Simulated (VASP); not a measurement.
Crystal: MgI2 (CdI2 type).

```
Mg I
1.0
     4.02485    0.00000    0.00000
    -2.01242    3.48562    0.00000
     0.00000    0.00000    6.43975
Mg I
1 2
Direct
  0.00000 0.00000 0.00000
  0.33333 0.66667 0.25000
  0.66667 0.33333 0.75000
```

| Property | Result |
| --- | --- |
| Program | VASP 6.6.1 |
| Task | relaxation of cell and atoms |
| Functional | PBE |
| Potentials or basis | VASP PAW PBE potentials, release 64 (Mg, I) |
| Cutoff | 600 eV |
| k mesh | 10 × 10 × 5 |
| Occupations | fermi-dirac, width 0.05 eV |
| Spin | no spin polarisation |

At the start: pressure 5.6 GPa; volume 30.11 Å³/atom.

How do energy, volume and symmetry change on relaxing?

Over 28 steps the energy falls by 88.7 meV/atom and the volume is 39.43 Å³/atom (+30.9 %); space group P-3m1 (No. 164, to 0.1 Å) before and after.

Step by step:
```csv
step,energy change (eV),largest force (eV/Å),pressure (GPa),volume (Å³)
1,0.0000,0.4393,5.59,90.34
2,-0.1971,0.3989,-0.45,104.79
3,-0.2011,0.3078,0.15,102.73
4,-0.2010,0.3197,0.07,102.99
5,-0.2103,0.2770,0.05,103.71
6,-0.2310,0.1558,0.02,105.87
7,-0.2461,0.0641,0.09,110.27
8,-0.2576,0.0201,-0.11,112.32
9,-0.2609,0.1172,-0.29,114.54
10,-0.2610,0.0979,-0.26,114.11
11,-0.2609,0.0179,0.44,112.69
12,-0.2628,0.0417,0.08,113.41
13,-0.2636,0.0174,0.09,113.90
14,-0.2640,0.0136,0.11,114.51
15,-0.2644,0.0158,-0.06,115.62
16,-0.2644,0.0146,-0.06,115.58
17,-0.2648,0.0208,-0.06,115.93
18,-0.2652,0.0292,-0.05,116.40
19,-0.2653,0.0457,-0.04,117.34
20,-0.2654,0.0399,-0.05,117.03
21,-0.2656,0.0022,0.10,117.03
22,-0.2656,0.0072,0.07,117.03
23,-0.2659,0.0014,0.04,117.69
24,-0.2659,0.0066,0.02,118.07
25,-0.2660,0.0098,-0.04,118.47
26,-0.2660,0.0059,-0.03,118.38
27,-0.2660,0.0037,-0.02,118.33
28,-0.2660,0.0043,0.01,118.29
```

Final structure:
```
Mg I
1.0
     4.20375    0.00000    0.00000
    -2.10187    3.64055    0.00000
     0.00000    0.00000    7.72964
Mg I
1 2
Direct
  0.00000 0.00000 0.00000
  0.33333 0.66667 0.21637
  0.66667 0.33333 0.78363
```

Caveat: the volume moved by over 15 % at a fixed basis, so the end points are rough; this functional lacks dispersion, which binds layers or chains, so the pressure and a relaxed spacing across them are unreliable.
